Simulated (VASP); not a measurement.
Here is a VASP 6.6.1 calculation.

INCAR

```
PREC = Accurate ; ENCUT = 520
EDIFF = 1E-6 ; ISMEAR = -1
SIGMA = 0.05 ; LREAL = False
LASPH = True ; NELM = 60
ALGO = Fast ; ISIF = 2
LWAVE = False ; LCHARG = False
GGA = PE ; NBANDS = 18
```

File KPOINTS:

```
regular mesh
0
Gamma
  9 9 5
```

Contents of POSCAR:

```
Sc
1.0
    3.2414504337      0.0000000000      0.0000000000
   -1.6207252169      2.8071784207      0.0000000000
    0.0000000000      0.0000000000      5.1656514271
Sc
2
Direct
    0.6666666667      0.3333333333      0.7500000000
    0.3333333333      0.6666666667      0.2500000000
```

Potentials or basis: VASP PAW PBE potentials, release 64 (Sc_sv).

Command:

```console
$ cat potpaw_PBE.64/Sc_sv/POTCAR > POTCAR
$ mpirun -np 1 vasp_std > vasp.out
```

**Question.** Predict the band gap on the k mesh.

**Answer.** Zero (bands 11 and 12 overlap by 1.24 eV).

**Question.** What does it give for the pressure?

**Answer.** 3.0 GPa.

Stress tensor (GPa, compression positive):
```
3.56 0.00 0.00
0.00 3.56 0.00
0.00 0.00 1.73
```
